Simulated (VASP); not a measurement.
The system is MgS (Niningerite).

```
S Mg
1.0
     0.00000    2.58419    2.58419
     2.58419    0.00000    2.58419
     2.58419    2.58419    0.00000
S Mg
1 1
Direct
  0.50000 0.50000 0.50000
  0.00000 0.00000 0.00000
```

Base run:

| Item | Value |
| --- | --- |
| Program | VASP 6.6.1 |
| Functional | PBEsol |
| Potentials or basis | VASP PAW PBE potentials, release 64 (S, Mg) |
| Cutoff | 520 eV |
| k mesh | 9 × 9 × 9 |
| Occupations | fermi-dirac, width 0.05 eV |
| Spin | no spin polarisation |

Its results: band gap on the k mesh 2.88 eV, indirect (least direct gap 3.75 eV); pressure 0.4 GPa.

Q: After a change of settings the same cell gave: band gap on the k mesh 2.95 eV, indirect (least direct gap 3.87 eV); pressure 2.5 GPa. Which change was it?
A. functional from PBEsol to LDA; potentials or basis from VASP PAW PBE potentials, release 64 (S, Mg) to VASP PAW LDA potentials, release 64 (S, Mg)
B. functional from PBEsol to PBE
C. functional from PBEsol to r2SCAN

A: B.

PBE binds less tightly than PBEsol, so the same cell stands under more pressure.

Caveats: the PAW data sets were made with another functional, which shifts forces and pressure a little (some runs).
